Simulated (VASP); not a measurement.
# CuAu (R-3m) in VASP: notebook

CuAu is run at these levels: LDA, PBEsol, r2SCAN; tasks: single point.

Program: VASP 6.6.1. These are calculated values, not measurements. Logs are shortened: lines on timing, memory, paths and dates and some standing lists are left out, and cuts for length are marked.

### 1 The cell of the first run

The structure is trigonal, space group R-3m (No. 166). Conventional cell: a = 2.924 Å, b = 2.924 Å, c = 12.937 Å, α = 90.00°, β = 90.00°, γ = 120.00°. Au (site symmetry -3m) has 6 Cu at 2.74 Å and 6 Au at 2.92 Å within 3.6 Å. Within 3.6 Å of Cu (site symmetry -3m) lie 6 Au at 2.74 Å and 6 Cu at 2.92 Å.

### 2 Single point, LDA (volume scaled by 1.04)

File INCAR:

```
SYSTEM = CuAu
  ALGO = Normal
  EDIFF = 1E-6
  ENCUT = 520
  ISIF = 2
  ISMEAR = -1
  LASPH = .True.
  LCHARG = .False.
  LREAL = .False.
  LWAVE = .False.
  NBANDS = 18
  NELM = 100
  PREC = Accurate
  SIGMA = 0.05
```

File KPOINTS:

```
k-points
0
Gamma
  11 11 11
  0 0 0
```

File POSCAR:

```
CuAu
1.0
    1.4620466157      0.8441130071      4.3121794307
   -1.4620466157      0.8441130071      4.3121794307
    0.0000000000     -1.6882260143      4.3121794307
Au Cu
1 1
Direct
    0.0000000000      0.0000000000      0.0000000000
    0.5000000000      0.5000000000      0.5000000000
```

Potentials or basis: VASP PAW LDA potentials, release 64 (Au, Cu).

Launch:

```console
$ cat potpaw_LDA.64/Au/POTCAR potpaw_LDA.64/Cu/POTCAR > POTCAR
$ mpirun -np 1 vasp_std > vasp.out
```

OUTCAR:

```text
SYSTEM = CuAu
   EDIFF = 1E-6
   ENCUT = 520
   ISIF = 2
   ISMEAR = -1
   LASPH = .True.
   LREAL = .False.
   NELM = 100
   PREC = Accurate

 ion  position               nearest neighbor table
   1  0.000  0.000  0.000-   2 2.74   2 2.74   2 2.74   2 2.74   2 2.74   2 2.74
   2  0.500  0.500  0.500-   1 2.74   1 2.74   1 2.74   1 2.74   1 2.74   1 2.74

  LATTYP: Found a trigonal (rhomboedric) cell.
 ALAT       =     4.6308744874
 COS(alpha) =     0.8006453295

  Lattice vectors:

 A1 = (   1.4620466157,   0.8441130071,   4.3121794307)
 A2 = (  -1.4620466157,   0.8441130071,   4.3121794307)
 A3 = (   0.0000000000,  -1.6882260143,   4.3121794307)

Analysis of symmetry for initial positions (statically):
=====================================================================
 Subroutine PRICEL returns:
 Original cell was already a primitive cell.

 Routine SETGRP: Setting up the symmetry group for a
 trigonal (rhombohedral) supercell.

 Subroutine GETGRP returns: Found 12 space group operations
 (whereof 12 operations were pure point group operations)
 out of a pool of 12 trial point group operations.

The static configuration has the point symmetry D_3d.

Analysis of symmetry for dynamics (positions and initial velocities):
=====================================================================
 Subroutine PRICEL returns:
 Original cell was already a primitive cell.

 Routine SETGRP: Setting up the symmetry group for a
 trigonal (rhombohedral) supercell.

 Subroutine GETGRP returns: Found 12 space group operations
 (whereof 12 operations were pure point group operations)
 out of a pool of 12 trial point group operations.

The dynamic configuration has the point symmetry D_3d.

 Subroutine INISYM returns: Found 12 space group operations
 (whereof 12 operations are pure point group operations),
 and found     1 'primitive' translations

----------------------------------------------------------------------------------------

                                     Primitive cell

  volume of cell :      31.9308

  direct lattice vectors                    reciprocal lattice vectors
     1.462046616  0.844113007  4.312179431     0.341986360  0.197445917  0.077300432
    -1.462046616  0.844113007  4.312179431    -0.341986360  0.197445917  0.077300432
     0.000000000 -1.688226014  4.312179431     0.000000000 -0.394891834  0.077300432

  length of vectors
     4.630874487  4.630874487  4.630874487     0.402386527  0.402386527  0.402386527

[... 79 lines left out ...]
   NELM   =    100;   NELMIN=  2; NELMDL= -5     # of ELM steps
   EDIFF  = 0.1E-05   stopping-criterion for ELM
   LREAL  =      F    real-space projection
   EDIFFG = 0.1E-04   stopping-criterion for IOM
   NSW    =      0    number of steps for IOM
   IBRION =     -1    ionic relax: 0-MD 1-quasi-New 2-CG
   NFREE  =      0    steps in history (QN), initial steepest desc. (CG)
   ISIF   =      2    stress and relaxation
   ISYM   =      2    0-nonsym 1-usesym 2-fastsym
   POTIM  = 0.5000    time-step for ionic-motion
   TEBEG  =    0.0;   TEEND  =   0.0 temperature during run
   PSTRESS=    0.0 pullay stress
   NELECT =      22.0000    total number of electrons
   NUPDOWN=      -1.0000    fix difference up-down
   EMIN   =  10.00;   EMAX   =-10.00  energy-range for DOS
   EFERMI =   0.00;   METHOD = LEGACY
   ISMEAR =    -1;   SIGMA  =   0.05  broadening in eV -4-tet -1-fermi 0-gaus
   EFERMI_NEDOS =   21; number of points for ismear=-14 and -15
   IALGO  =     38    algorithm
   IMIX   =      4    mixing-type and parameters
     AMIX     =   0.40;   BMIX     =  1.00
     AMIX_MAG =   1.60;   BMIX_MAG =  1.00
  volume/ion in A,a.u.               =      15.97       107.74
  Fermi-wavevector in a.u.,A,eV,Ry     =   1.445925  2.732402 28.445688  2.090699
  Thomas-Fermi vector in A             =   2.564052
   LORBIT       =      0    0 simple, 1 ext, 2 COOP (PROOUT), +10 PAW based schemes
   GGA     = CA    functional components
   LHFCALC =     F    Hartree Fock is set to
   AEXX    =    0.0000 exact exchange contribution
   IVDW    =     0    specifies the selected vdW correction
   LEPSILON=     F    determine dielectric tensor
   LRPA    =     F    only Hartree local field effects (RPA)
 non-spin polarized calculation
  energy-cutoff  :      520.00
  volume of cell :       31.93
 maximum number of plane-waves:       883
   NGX = 17   NGY = 17   NGZ = 17

 number of electron      21.9999996 magnetization

 Free energy of the ion-electron system (eV)
  ---------------------------------------------------
  ext. energy  EPLUGINS =         0.00000000
  ---------------------------------------------------
  free energy    TOTEN  =        -8.88401369 eV

  energy without entropy =       -8.87621726  energy(sigma->0) =       -8.88011547

 E-fermi :   7.2542     XC(G=0): -12.4302

 val. band max:        7.2367274038   @ k =   0.2727   0.2727   0.0909
 cond. band min:       7.2615150926   @ k =   0.1818   0.0909   0.0909
 fundamental gap:      0.0247876888
 Fermi energy:         7.2541662251

 k-point     1 :       0.0000    0.0000    0.0000
  band No.  band energies     occupation
      1      -1.8227      2.00000
      2       1.1254      2.00000
      3       2.7063      2.00000
      4       2.7063      2.00000
      5       3.6351      2.00000
      6       3.6351      2.00000
[... 481 lines left out ...]
      5       3.2797      2.00000
      6       4.4490      2.00000
[... 10 lines left out ...]
     17      19.3825      0.00000
     18      26.2177      0.00000

 [... further k-points ...]

------------------------ aborting loop because EDIFF is reached ----------------------------------------

  FORCE on cell =-STRESS in cart. coord.  units (eV):
  Direction    XX          YY          ZZ          XY          YZ          ZX
  --------------------------------------------------------------------------------------
  -------------------------------------------------------------------------------------
  Total       -3.2098305     -3.2098305     -3.2199224      0.0000000      0.0000000     -0.0000000
  in kB     -161.0581819   -161.0581819   -161.5645619      0.0000000      0.0000000     -0.0000000
  external PRESSURE =    -161.2269753 kB  Pullay stress =       0.0000000 kB

 VOLUME and BASIS-vectors are now :
 -----------------------------------------------------------------------------
  energy-cutoff  :      520.00
  volume of cell :       31.93
      direct lattice vectors                 reciprocal lattice vectors
     1.462046616  0.844113007  4.312179431     0.341986360  0.197445917  0.077300432
    -1.462046616  0.844113007  4.312179431    -0.341986360  0.197445917  0.077300432
     0.000000000 -1.688226014  4.312179431     0.000000000 -0.394891834  0.077300432

 POSITION                                       TOTAL-FORCE (eV/Angst)
 -----------------------------------------------------------------------------------
      0.00000      0.00000      0.00000        -0.000000      0.000000      0.000000
      0.00000     -0.00000      6.46827         0.000000      0.000000      0.000000
 -----------------------------------------------------------------------------------
    total drift:                                0.000000     -0.000000      0.000000

  FREE ENERGIE OF THE ION-ELECTRON SYSTEM (eV)
  ---------------------------------------------------
  free  energy   TOTEN  =        -8.8840136889 eV

  energy  without entropy=       -8.8762172550  energy(sigma->0) =       -8.88011547
```

OSZICAR:

```text
N       E                     dE             d eps       ncg     rms          rms(c)
DAV:   1     0.129510225364E+03    0.12951E+03   -0.10925E+04  5586   0.171E+03
DAV:   2    -0.415844401990E+01   -0.13367E+03   -0.12509E+03  5330   0.297E+02
DAV:   3    -0.989249783886E+01   -0.57341E+01   -0.55840E+01  6308   0.711E+01
DAV:   4    -0.997449526544E+01   -0.81997E-01   -0.81917E-01  6586   0.724E+00
DAV:   5    -0.997671092698E+01   -0.22157E-02   -0.22156E-02  6996   0.121E+00    0.108E+01
DAV:   6    -0.954395575782E+01    0.43276E+00   -0.95356E+00  5694   0.836E+01    0.608E+00
DAV:   7    -0.892181929845E+01    0.62214E+00   -0.31066E+00  6480   0.860E+01    0.491E+00
DAV:   8    -0.889206563127E+01    0.29754E-01   -0.16263E-01  7926   0.761E+00    0.260E+00
DAV:   9    -0.888426239376E+01    0.78032E-02   -0.16502E-02  8036   0.314E+00    0.926E-02
DAV:  10    -0.888402588828E+01    0.23651E-03   -0.20450E-03  7656   0.669E-01    0.642E-02
DAV:  11    -0.888402241532E+01    0.34730E-05   -0.13379E-04  7840   0.320E-01    0.365E-02
DAV:  12    -0.888401404393E+01    0.83714E-05   -0.40059E-05  6658   0.199E-01    0.489E-03
DAV:  13    -0.888401368888E+01    0.35505E-06   -0.13317E-06  3414   0.248E-02
   1 F= -.88840137E+01 E0= -.88801155E+01  d E =-.779643E-02
```

It took 85 s on 1 thread of Intel Xeon 6975P-C (Granite Rapids), shared host; peak memory 0.23 GiB.

What came out:

| Item | Value |
| --- | --- |
| Free energy | -8.8840 eV |
| Pressure | -16.1 GPa |
| Band gap on the k mesh | zero (band 11 reaches 9.32 eV, above the bottom of band 12 at 5.18 eV) |

Caveat: spin-orbit coupling is left out, which moves the levels of the heavy elements.

### 3 Single point, PBEsol (volume scaled by 1.04)

File INCAR:

```
PREC = Accurate
ENCUT = 520
EDIFF = 1E-6
ISMEAR = -1
SIGMA = 0.05
LREAL = False
LASPH = True
NELM = 80
ALGO = Fast
ISIF = 2
LWAVE = False
LCHARG = True
GGA = PS
LELF = True
LVHAR = True
NBANDS = 18
```

File KPOINTS:

```
Automatic mesh
0
Gamma
  11 11 11
```

POSCAR is that of step 2.

Potentials or basis: VASP PAW PBE potentials, release 64 (Au, Cu).

Launch:

```console
$ cat potpaw_PBE.64/Au/POTCAR potpaw_PBE.64/Cu/POTCAR > POTCAR
$ mpirun -np 1 vasp_std > vasp.out
```

Run time: 98 s. Hardware: 1 thread of Intel Xeon 6975P-C (Granite Rapids), shared host; peak memory 0.27 GiB.

Results (log left out):

* Free energy: -8.0753 eV
* Pressure: -12.5 GPa
* Band gap on the k mesh: zero (band 11 reaches 9.34 eV, above the bottom of band 12 at 5.28 eV)

Stress tensor (GPa, compression positive):
```
-12.81   0.00   0.00
  0.00 -12.81   0.00
  0.00   0.00 -11.94
```

Levels at points of the mesh, in eV from the Fermi level:
| k point | band 9 | band 10 | band 11 | band 12 | band 13 | band 14 |
| --- | --- | --- | --- | --- | --- | --- |
| (0.00, 0.00, 0.00) | -2.09 | -1.51 | -1.51 | 0.01 | 4.35 | 14.51 |

Caveat: the PAW data sets were made with another functional, which shifts forces and pressure a little; spin-orbit coupling is left out, which moves the levels of the heavy elements.

### 4 Single point, LDA (volume scaled by 1.06)

File INCAR:

```
PREC = Accurate
ENCUT = 520
EDIFF = 1E-6
ISMEAR = -1
SIGMA = 0.05
LREAL = False
LASPH = True
NELM = 60
ALGO = Normal
ISIF = 2
LWAVE = False
LCHARG = False
NBANDS = 18
```

File KPOINTS:

```
regular mesh
0
Gamma
  11 11 11
```

File POSCAR:

```
CuAu
1.0
    1.4713592656      0.8494896681      4.3396462822
   -1.4713592656      0.8494896681      4.3396462822
    0.0000000000     -1.6989793362      4.3396462822
Au Cu
1 1
Direct
    0.0000000000      0.0000000000      0.0000000000
    0.5000000000      0.5000000000      0.5000000000
```

Potentials or basis: VASP PAW LDA potentials, release 64 (Au, Cu).

Launch:

```console
$ cat potpaw_LDA.64/Au/POTCAR potpaw_LDA.64/Cu/POTCAR > POTCAR
$ mpirun -np 1 vasp_std > vasp.out
```

OUTCAR:

```text
PREC = Accurate
   ENCUT = 520
   EDIFF = 1E-6
   ISMEAR = -1
   LREAL = False
   LASPH = True
   NELM = 60
   ISIF = 2

 ion  position               nearest neighbor table
   1  0.000  0.000  0.000-   2 2.76   2 2.76   2 2.76   2 2.76   2 2.76   2 2.76
   2  0.500  0.500  0.500-   1 2.76   1 2.76   1 2.76   1 2.76   1 2.76   1 2.76

  LATTYP: Found a trigonal (rhomboedric) cell.
 ALAT       =     4.6603712984
 COS(alpha) =     0.8006453295

  Lattice vectors:

 A1 = (   1.4713592656,   0.8494896681,   4.3396462822)
 A2 = (  -1.4713592656,   0.8494896681,   4.3396462822)
 A3 = (   0.0000000000,  -1.6989793362,   4.3396462822)

Analysis of symmetry for initial positions (statically):
=====================================================================
 Subroutine PRICEL returns:
 Original cell was already a primitive cell.

 Routine SETGRP: Setting up the symmetry group for a
 trigonal (rhombohedral) supercell.

 Subroutine GETGRP returns: Found 12 space group operations
 (whereof 12 operations were pure point group operations)
 out of a pool of 12 trial point group operations.

The static configuration has the point symmetry D_3d.

Analysis of symmetry for dynamics (positions and initial velocities):
=====================================================================
 Subroutine PRICEL returns:
 Original cell was already a primitive cell.

 Routine SETGRP: Setting up the symmetry group for a
 trigonal (rhombohedral) supercell.

 Subroutine GETGRP returns: Found 12 space group operations
 (whereof 12 operations were pure point group operations)
 out of a pool of 12 trial point group operations.

The dynamic configuration has the point symmetry D_3d.

 Subroutine INISYM returns: Found 12 space group operations
 (whereof 12 operations are pure point group operations),
 and found     1 'primitive' translations

----------------------------------------------------------------------------------------

                                     Primitive cell
[... 108 lines left out ...]
   IALGO  =     38    algorithm
   IMIX   =      4    mixing-type and parameters
     AMIX     =   0.40;   BMIX     =  1.00
     AMIX_MAG =   1.60;   BMIX_MAG =  1.00
  volume/ion in A,a.u.               =      16.27       109.81
  Fermi-wavevector in a.u.,A,eV,Ry     =   1.436773  2.715108 28.086746  2.064318
  Thomas-Fermi vector in A             =   2.555925
   LORBIT       =      0    0 simple, 1 ext, 2 COOP (PROOUT), +10 PAW based schemes
   GGA     = CA    functional components
   LHFCALC =     F    Hartree Fock is set to
   AEXX    =    0.0000 exact exchange contribution
   IVDW    =     0    specifies the selected vdW correction
   LEPSILON=     F    determine dielectric tensor
   LRPA    =     F    only Hartree local field effects (RPA)
 non-spin polarized calculation
  energy-cutoff  :      520.00
  volume of cell :       32.54
 maximum number of plane-waves:       899
   NGX = 17   NGY = 17   NGZ = 17

 number of electron      21.9999996 magnetization

 Free energy of the ion-electron system (eV)
  ---------------------------------------------------
  ext. energy  EPLUGINS =         0.00000000
  ---------------------------------------------------
  free energy    TOTEN  =        -8.81944921 eV

  energy without entropy =       -8.81170411  energy(sigma->0) =       -8.81557666

 E-fermi :   6.9911     XC(G=0): -12.3234

 val. band max:        6.9799101315   @ k =   0.2727   0.2727   0.0909
 cond. band min:       6.9995817356   @ k =   0.4545   0.2727   0.1818
 fundamental gap:      0.0196716041
 Fermi energy:         6.9910921235

 k-point     1 :       0.0000    0.0000    0.0000
  band No.  band energies     occupation
      1      -1.9130      2.00000
      2       1.0014      2.00000
      3       2.5402      2.00000
      4       2.5402      2.00000
      5       3.4418      2.00000
      6       3.4418      2.00000
[... 481 lines left out ...]
      5       3.0963      2.00000
      6       4.2373      2.00000
[... 10 lines left out ...]
     17      18.9746      0.00000
     18      25.7949      0.00000

 [... further k-points ...]

------------------------ aborting loop because EDIFF is reached ----------------------------------------

  FORCE on cell =-STRESS in cart. coord.  units (eV):
  Direction    XX          YY          ZZ          XY          YZ          ZX
  --------------------------------------------------------------------------------------
  -------------------------------------------------------------------------------------
  Total       -3.5681974     -3.5681974     -3.6416548      0.0000000      0.0000000     -0.0000000
  in kB     -175.6616828   -175.6616828   -179.2779786      0.0000000      0.0000000     -0.0000000
  external PRESSURE =    -176.8671148 kB  Pullay stress =       0.0000000 kB

 VOLUME and BASIS-vectors are now :
 -----------------------------------------------------------------------------
  energy-cutoff  :      520.00
  volume of cell :       32.54
      direct lattice vectors                 reciprocal lattice vectors
     1.471359266  0.849489668  4.339646282     0.339821831  0.196196226  0.076811176
    -1.471359266  0.849489668  4.339646282    -0.339821831  0.196196226  0.076811176
     0.000000000 -1.698979336  4.339646282     0.000000000 -0.392392451  0.076811176

 POSITION                                       TOTAL-FORCE (eV/Angst)
 -----------------------------------------------------------------------------------
      0.00000      0.00000      0.00000         0.000000     -0.000000      0.000000
      0.00000      0.00000      6.50947         0.000000      0.000000     -0.000000
 -----------------------------------------------------------------------------------
    total drift:                                0.000000     -0.000000      0.000000

  FREE ENERGIE OF THE ION-ELECTRON SYSTEM (eV)
  ---------------------------------------------------
  free  energy   TOTEN  =        -8.8194492113 eV

  energy  without entropy=       -8.8117041092  energy(sigma->0) =       -8.81557666
```

OSZICAR:

```text
N       E                     dE             d eps       ncg     rms          rms(c)
DAV:   1     0.131966744275E+03    0.13197E+03   -0.10853E+04  5522   0.168E+03
DAV:   2    -0.410101658699E+01   -0.13607E+03   -0.12711E+03  5350   0.295E+02
DAV:   3    -0.981733843145E+01   -0.57163E+01   -0.55528E+01  6366   0.710E+01
DAV:   4    -0.989848291028E+01   -0.81144E-01   -0.81074E-01  6622   0.715E+00
DAV:   5    -0.990070643952E+01   -0.22235E-02   -0.22234E-02  6870   0.122E+00    0.105E+01
DAV:   6    -0.950308881271E+01    0.39762E+00   -0.98051E+00  5702   0.840E+01    0.609E+00
DAV:   7    -0.885079293492E+01    0.65230E+00   -0.30844E+00  6534   0.859E+01    0.469E+00
DAV:   8    -0.882728938222E+01    0.23504E-01   -0.15447E-01  7934   0.682E+00    0.253E+00
DAV:   9    -0.881970182370E+01    0.75876E-02   -0.16401E-02  7978   0.319E+00    0.916E-02
DAV:  10    -0.881946365042E+01    0.23817E-03   -0.21389E-03  7708   0.816E-01    0.614E-02
DAV:  11    -0.881945970107E+01    0.39494E-05   -0.18324E-04  6362   0.400E-01    0.336E-02
DAV:  12    -0.881944972200E+01    0.99791E-05   -0.55094E-05  6740   0.226E-01    0.662E-03
DAV:  13    -0.881944921130E+01    0.51070E-06   -0.18647E-06  3654   0.302E-02
   1 F= -.88194492E+01 E0= -.88155767E+01  d E =-.774510E-02
```

stdout:

```text
POSCAR found type information on POSCAR AuCu
 POSCAR found :  2 types and       2 ions
 scaLAPACK will be used
 LDA part: xc-table for (Slater(with rela. corr.)+CA(PZ))
 , standard interpolation
 POSCAR, INCAR and KPOINTS ok, starting setup
 FFT: planning ... GRIDC
 FFT: planning ... GRID_SOFT
 FFT: planning ... GRID
 WAVECAR not read
 entering main loop
```

It took 66 s on 1 thread of Intel Xeon 6975P-C (Granite Rapids), shared host; peak memory 0.24 GiB.

Results:

```yaml
Free_energy: -8.8194 eV
Pressure: -17.7 GPa
Band_gap_on_the_k_mesh: zero (band 11 reaches 9.06 eV, above the bottom of band 12 at 4.96 eV)
```

Levels at points of the mesh, in eV from the Fermi level:
```csv
k point,band 8,band 9,band 10,band 11,band 12,band 13,band 14,band 15
"(0.00, 0.00, 0.00)",-2.09,-2.09,-1.53,-1.53,0.10,4.24,14.54,15.35
```

Caveat: spin-orbit coupling is left out, which moves the levels of the heavy elements.

(Continued in part 2 of 2.)
